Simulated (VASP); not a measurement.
Here is a VASP 6.6.1 calculation.

INCAR

```
ALGO = Normal ; EDIFF = 1E-7
ENCUT = 520 ; GGA = PE
ISIF = 2 ; ISMEAR = 0
LASPH = T ; LCHARG = T
LELF = T ; LREAL = F
LVHAR = T ; LWAVE = F
NBANDS = 26 ; NELM = 60
PREC = Accurate ; SIGMA = 0.1
```

File KPOINTS:

```
k-points
0
Gamma
  4 4 4
```

File POSCAR:

```
Al3BP4
1.0
    5.2783769198     -0.0002912176      0.0002407476
   -0.0003031446      5.2788619080     -0.0000682623
   -2.6388370960     -2.6393725156      5.2369079817
Al B P
3 1 4
Direct
    0.7499916162      0.2499743970      0.5001050225
    0.2499578569      0.7499058193      0.4999845381
    0.5000877979      0.5000807925      0.9999670071
    0.0000717825      0.0000781217      0.0000455639
    0.1050371453      0.1049645975      0.7720057090
    0.6670429851      0.6670891094      0.7719549582
    0.8949558351      0.3329042354      0.2279842551
    0.3328549811      0.8950029273      0.2279529460
```

Potentials or basis: VASP PAW PBE potentials, release 64 (Al, B, P).

Launch:

```console
$ cat potpaw_PBE.64/Al/POTCAR potpaw_PBE.64/B/POTCAR potpaw_PBE.64/P/POTCAR > POTCAR
$ mpirun -np 1 vasp_std > vasp.out
```

**Question.** Estimate the band gap on the k mesh.

**Answer.** 1.13 eV.

**Question.** What does it give for the largest force?

**Answer.** 0.036 eV/Å.

**Question.** Estimate the pressure.

**Answer.** 0.1 GPa.

Forces on the atoms (eV/Å):
```
Al   0.001  0.000 -0.005
Al   0.000  0.002 -0.003
Al  -0.004 -0.002  0.001
B   -0.003 -0.001 -0.003
P   -0.023 -0.021  0.010
P    0.025  0.023  0.011
P    0.023 -0.022 -0.007
P   -0.018  0.022 -0.004
```

A k mesh can miss the band edges.
